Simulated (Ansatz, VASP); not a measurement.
**BiTe in VASP and in Ansatz**

```xyz
2
Lattice="0.0000 3.2366 3.2366 3.2366 0.0000 3.2366 3.2366 3.2366 0.0000" Properties=species:S:1:pos:R:3 pbc="T T T"
Bi    3.2366    3.2366    3.2366
Te    0.0000    0.0000    0.0000
```

Alike in both runs: task single point; functional PBEsol; k mesh 8 × 8 × 8; occupations gaussian, width 0.05 eV; no spin polarisation.

|  | VASP | Ansatz |
| --- | --- | --- |
| version | VASP 6.6.1 | Ansatz 0.2.0 |
| potentials or method | VASP PAW PBE potentials, release 64 (Bi_d, Te), cutoff 520 eV | scalar-relativistic, plane waves, PAW |
| valence electrons in the cell | 21 | 31 |

```csv
,VASP,Ansatz,Ansatz less VASP
pressure (GPa),-1.9,-1.9,+0.03
```

VASP's potentials were made for PBE, not for PBEsol. VASP's potentials hold 21 valence electrons a cell and Ansatz's 31, so a difference there can come from the potentials and not from the codes.

Spin-orbit coupling is off throughout.
